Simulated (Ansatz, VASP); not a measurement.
# RbCl in VASP and in Ansatz

Contents of INCAR:

```
SYSTEM = RbCl
PREC = Accurate ; ENCUT = 500
EDIFF = 1E-6 ; ISMEAR = 0
SIGMA = 0.05 ; LREAL = .FALSE.
LASPH = .TRUE. ; NELM = 120
ALGO = Normal ; ISIF = 2
LWAVE = .FALSE. ; LCHARG = .TRUE.
GGA = PE ; LELF = .TRUE.
LVHAR = .TRUE. ; NBANDS = 15
GGA_COMPAT = .FALSE.
```

KPOINTS

```
Automatic mesh
0
G
  8 8 8
  0 0 0
```

File POSCAR:

```
RbCl
1.0
    0.0000000000      3.2740000000      3.2740000000
    3.2740000000      0.0000000000      3.2740000000
    3.2740000000      3.2740000000      0.0000000000
Rb Cl
1 1
Direct
    0.0000000000      0.0000000000      0.0000000000
    0.5000000000      0.5000000000      0.5000000000
```

Input for Ansatz:

```yaml
crystal:
  lattice:
    - [0.0, 3.274, 3.274]
    - [3.274, 0.0, 3.274]
    - [3.274, 3.274, 0.0]
  atoms:
    - { symbol: Rb, position: [0.0, 0.0, 0.0] }
    - { symbol: Cl, position: [0.5, 0.5, 0.5] }
basis:
  ecutwfc: 420
  fft_grid_basis: typed
kpoints:
  mp_grid: { grid: [8, 8, 8] }
hamiltonian:
  xc: pbe
  pseudopotentials: { kind: paw }
scf:
  occupations: { method: gaussian, width: 0.05 }
output:
  forces: true
  stress: true
  eigenvalues: true
  bader: true
  write_density: true
  volumetric_format: npy
  elf: true
```

Alike in both runs: task single point; functional PBE; k mesh 8 × 8 × 8; occupations gaussian, width 0.05 eV; no spin polarisation.

|  | VASP | Ansatz |
| --- | --- | --- |
| version | VASP 6.6.1 | Ansatz 0.2.0 |
| potentials or method | VASP PAW PBE potentials, release 64 (Rb_sv, Cl), cutoff 500 eV | scalar-relativistic, plane waves, PAW |
| valence electrons in the cell | 16 | 16 |

```tsv
	VASP	Ansatz	Ansatz less VASP
gap on the k mesh at the Fermi level (eV)	5.05	5.05	+0.003
pressure (GPa)	1.2	1.2	0.00
```

The functional is the same, so the differences come from potentials, cutoffs and numerics.
